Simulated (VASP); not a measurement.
Here is a VASP 6.6.1 calculation.

INCAR

```
  ALGO = Normal
  EDIFF = 1E-6
  ENCUT = 520
  GGA = PS
  ISIF = 2
  ISMEAR = 0
  LASPH = T
  LCHARG = F
  LREAL = F
  LWAVE = F
  NBANDS = 13
  NELM = 100
  PREC = Accurate
  SIGMA = 0.1
```

Contents of KPOINTS:

```
k-points
0
Gamma
  9 9 4
```

Contents of POSCAR:

```
BaBe
1.0
    3.0034009848      0.0000000000      0.0000000000
   -1.5017004924      2.6010215506      0.0000000000
    0.0000000000      0.0000000000      4.7031690675
Ba Be
1 1
Direct
    0.3333333333      0.6666666667      0.0000000000
    0.6666666667      0.3333333333      0.5000000000
```

Potentials or basis: VASP PAW PBE potentials, release 64 (Ba_sv, Be).

Run with:

```console
$ cat potpaw_PBE.64/Ba_sv/POTCAR potpaw_PBE.64/Be/POTCAR > POTCAR
$ mpirun -np 1 vasp_std > vasp.out
```

Q: Estimate the band gap on the k mesh.

A: Zero (bands 6 and 7 overlap by 2.98 eV).

Q: Estimate the pressure.

A: 25.4 GPa.

Stress tensor (GPa, compression positive):
```
28.35  0.00  0.00
 0.00 28.35  0.00
 0.00  0.00 19.46
```

Caveat: the stress differs along the axes, from 19 to 28 GPa; the PAW data sets were made with another functional, which shifts forces and pressure a little; spin-orbit coupling is left out, which moves the levels of the heavy elements.
